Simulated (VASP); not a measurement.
**TiAl: single point with r2SCAN**

The system is TiAl.

```
CELL_PARAMETERS angstrom
2.80984 0.00000 0.00000
0.00000 2.80984 0.00000
0.00000 0.00000 4.06577
ATOMIC_POSITIONS crystal
Ti 0.50000 0.50000 0.50000
Al 0.00000 0.00000 0.00000
```

```
Program             : VASP 6.6.1
Task                : single point
Functional          : r2SCAN
Potentials or basis : VASP PAW PBE potentials, release 64 (Ti_sv, Al)
Cutoff              : 520 eV
k mesh              : 14 × 14 × 10
Occupations         : gaussian, width 0.1 eV
Spin                : no spin polarisation
```

```
Pressure : 0.2 GPa
```

Levels at points of the mesh, in eV from the Fermi level:
```
           k point  band 6  band 7  band 8  band 9  band 10  band 11
(0.00, 0.00, 0.00)   -2.01   -0.98   -0.55    2.38     2.38     3.73
(0.50, 0.00, 0.00)   -4.83   -1.82   -0.27    2.08     2.77     4.58
(0.50, 0.50, 0.00)   -0.58   -0.58   -0.42   -0.20    -0.20     4.40
(0.00, 0.00, 0.50)   -5.68   -0.80    0.76    2.02     2.02     3.75
(0.50, 0.00, 0.50)   -3.30   -1.38   -1.32    1.56     2.13     2.53
(0.50, 0.50, 0.50)   -2.42   -2.42    2.18    2.39     2.66     4.30
```

It took 3.6 min on 1 thread of Intel Xeon 6975P-C (shared host), peak memory 0.23 GiB.

Caveat: the PAW data sets were made with another functional, which shifts forces and pressure a little.
